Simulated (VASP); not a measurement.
A run of VASP 6.6.1:

Contents of POSCAR:

```
Re
1.0
    0.0000000000      1.9460580660      1.9460580660
    1.9460580660      0.0000000000      1.9460580660
    1.9460580660      1.9460580660      0.0000000000
Re
1
Direct
    0.0000000000      0.0000000000      0.0000000000
```

Contents of INCAR.step1:

```
SYSTEM = Re
PREC = Accurate
ENCUT = 660
ISMEAR = 0
SIGMA = 0.1
LREAL = .False.
LASPH = .True.
NELM = 120
NBANDS = 10
GGA = PE
ALGO = Normal
EDIFF = 1E-5
LWAVE = .True.
LCHARG = .False.
GGA_COMPAT = .False.
```

INCAR.step2

```
SYSTEM = Re
PREC = Accurate
ENCUT = 660
EDIFF = 1E-6
ISMEAR = 0
SIGMA = 0.1
LREAL = .False.
LASPH = .True.
NELM = 120
ALGO = Normal
ISIF = 2
LWAVE = .False.
LCHARG = .False.
METAGGA = R2SCAN
LMIXTAU = .True.
NBANDS = 10
ISTART = 1
GGA_COMPAT = .False.
```

The input KPOINTS:

```
regular mesh
0
Gamma
  10 10 10
  0 0 0
```

Potentials or basis: VASP PAW PBE potentials, release 64 (Re).

The run is started by

```bash
$ cat potpaw_PBE.64/Re/POTCAR > POTCAR
$ cp INCAR.step1 INCAR
$ mpirun -np 1 vasp_std > vasp.out
$ cp INCAR.step2 INCAR
$ mpirun -np 1 vasp_std > vasp.out
```

Hardware: 1 thread of Intel(R) Xeon(R) Platinum 8488C (Sapphire Rapids), with other jobs on the host.

**Question.** How long does it take, and how much memory?

**Answer.** Run time: 24 s on 1 thread of Intel(R) Xeon(R) Platinum 8488C (Sapphire Rapids), on a shared host, peak memory 0.15 GiB. Counts: k points 47.
